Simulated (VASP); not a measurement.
Input of a VASP 6.6.1 run:

The input INCAR:

```
SYSTEM = Mg3Sb2
PREC = Accurate ; ENCUT = 600
EDIFF = 1E-6 ; ISMEAR = 0
SIGMA = 0.05 ; LREAL = .FALSE.
LASPH = .TRUE. ; NELM = 120
ALGO = Normal ; ISIF = 2
LWAVE = .FALSE. ; LCHARG = .FALSE.
GGA = PE ; NBANDS = 16
GGA_COMPAT = .FALSE.
```

Contents of KPOINTS:

```
Automatic mesh
0
G
  8 8 4
  0 0 0
```

The input POSCAR:

```
Mg3Sb2
1.0
    4.5815884930      0.0000000000      0.0000000000
   -2.2907942465      3.9677720246      0.0000000000
    0.0000000000      0.0000000000      7.2452931054
Sb Mg
2 3
Direct
    0.3333333333      0.6666666667      0.2257453521
    0.6666666667      0.3333333333      0.7742546479
    0.0000000000      0.0000000000      0.0000000000
    0.3333333333      0.6666666667      0.6328708476
    0.6666666667      0.3333333333      0.3671291524
```

Potentials or basis: VASP PAW PBE potentials, release 64 (Sb, Mg).

Command:

```sh
$ cat potpaw_PBE.64/Sb/POTCAR potpaw_PBE.64/Mg/POTCAR > POTCAR
$ mpirun -np 1 vasp_std > vasp.out
```

(1) What does it give for the pressure?

(2) What does it give for the largest force?

(3) What does it give for the band gap on the k mesh?

Results:

(1) 0.5 GPa.

(2) 0.036 eV/Å.

(3) 0.23 eV (least direct gap 1.05 eV).

Caveat: semilocal functionals underestimate gaps, and a narrow one can read as zero; spin-orbit coupling is left out, which moves the levels of the heavy elements.
